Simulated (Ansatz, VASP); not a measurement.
**Two plane-wave programs on TaN**

Contents of INCAR:

```
SYSTEM = TaN
PREC = Accurate
ENCUT = 600
EDIFF = 1E-6
ISMEAR = 0
SIGMA = 0.15
LREAL = .FALSE.
LASPH = .TRUE.
NELM = 120
ALGO = Normal
ISIF = 2
LWAVE = .FALSE.
LCHARG = .TRUE.
LELF = .TRUE.
LVHAR = .TRUE.
NBANDS = 16
GGA_COMPAT = .FALSE.
```

KPOINTS

```
Automatic mesh
0
G
  18 18 18
  0 0 0
```

POSCAR

```
TaN
1.0
    0.0000000000      2.1790000000      2.1790000000
    2.1790000000      0.0000000000      2.1790000000
    2.1790000000      2.1790000000      0.0000000000
Ta N
1 1
Direct
    0.5000000000      0.5000000000      0.5000000000
    0.0000000000      0.0000000000      0.0000000000
```

Input for Ansatz:

```yaml
crystal:
  lattice:
    - [0.0, 2.179, 2.179]
    - [2.179, 0.0, 2.179]
    - [2.179, 2.179, 0.0]
  atoms:
    - { symbol: Ta, position: [0.5, 0.5, 0.5] }
    - { symbol: "N", position: [0.0, 0.0, 0.0] }
basis:
  ecutwfc: 420
kpoints:
  mp_grid: { grid: [18, 18, 18] }
hamiltonian:
  xc: lda
scf:
  occupations: { method: gaussian, width: 0.15 }
output:
  forces: true
  stress: true
  eigenvalues: true
```

Alike in both runs: task single point; functional LDA; k mesh 18 × 18 × 18; occupations gaussian, width 0.15 eV; no spin polarisation.

```csv
,VASP,Ansatz
version,VASP 6.6.1,Ansatz 0.2.0
potentials or method,"VASP PAW LDA potentials, release 64 (Ta_sv_GW, N), cutoff 600 eV","scalar-relativistic, plane waves, PAW"
valence electrons in the cell,18,18
```

VASP gave:

```
gap on the k mesh at the Fermi level (eV) : none
pressure (GPa)                            : -1.3
```

Problem. Which values does Ansatz return?

Solution. gap on the k mesh at the Fermi level (eV): none; pressure (GPa): -2.5.

LDA's correlation is that of Perdew and Zunger in VASP and of Perdew and Wang (1992) in Ansatz. A gap of «none» marks a metal or a gap that the smearing closes.

Neither program's run includes spin-orbit coupling.
